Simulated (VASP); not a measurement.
Set up this calculation in VASP 6.6.1, as the native input.

- Task: single point
- Functional: PBE
- Potentials or basis: VASP PAW PBE potentials, release 64 (Ti_sv, O)
- Cutoff: 520 eV
- k mesh: 8 × 8 × 8
- Occupations: gaussian, width 0.05 eV
- Spin: no spin polarisation
- Hubbard terms: Ti d U = 4.0 eV
- Dipole correction: no
- Further INCAR settings: ALGO = Normal; EDIFF = 1e-06; NBANDS = 33

The structure of TiO2 lies in POSCAR:

```
TiO2
1.0
   -1.8768500000      1.8768500000      5.2811000000
    1.8768500000     -1.8768500000      5.2811000000
    1.8768500000      1.8768500000     -5.2811000000
Ti O
2 4
Direct
    0.0000000000      0.0000000000      0.0000000000
    0.7500000000      0.2500000000      0.5000000000
    0.2052277854      0.2052277854      0.0000000000
    0.9552277854      0.4552277854      0.5000000000
    0.5447722146      0.0447722146      0.5000000000
    0.7947722146      0.7947722146      0.0000000000
```

One way to write it, as run:

INCAR

```
  PREC = Accurate
  ENCUT = 520
  EDIFF = 1E-6
  ISMEAR = 0
  SIGMA = 0.05
  LREAL = F
  LASPH = T
  NELM = 150
  ALGO = Normal
  ISIF = 2
  LWAVE = F
  LCHARG = F
  LMAXMIX = 4
  LDAU = T
  LDAUTYPE = 2
  LDAUL = 2 -1
  LDAUU = 4 0
  LDAUJ = 0 0
  LDAUPRINT = 1
  GGA = PE
  NBANDS = 33
```

KPOINTS

```
regular mesh
0
Gamma
  8 8 8
```

Potentials or basis: VASP PAW PBE potentials, release 64 (Ti_sv, O).

Launch:

```bash
$ cat potpaw_PBE.64/Ti_sv/POTCAR potpaw_PBE.64/O/POTCAR > POTCAR
$ mpirun -np 1 vasp_std > vasp.out
```

Results of the run:

```json
{
  "Pressure": "-2.6 GPa",
  "Largest force": "0.777 eV/Å",
  "Band gap on the k mesh": "2.61 eV (least direct gap 2.99 eV)"
}
```

Caveat: the stress differs along the axes, from -14 to 3 GPa.

It took 5.8 min on 1 thread of Intel(R) Xeon(R) Platinum 8259CL CPU @ 2.50GHz (Skylake/Cascade Lake), on a shared host, peak memory 0.38 GiB.
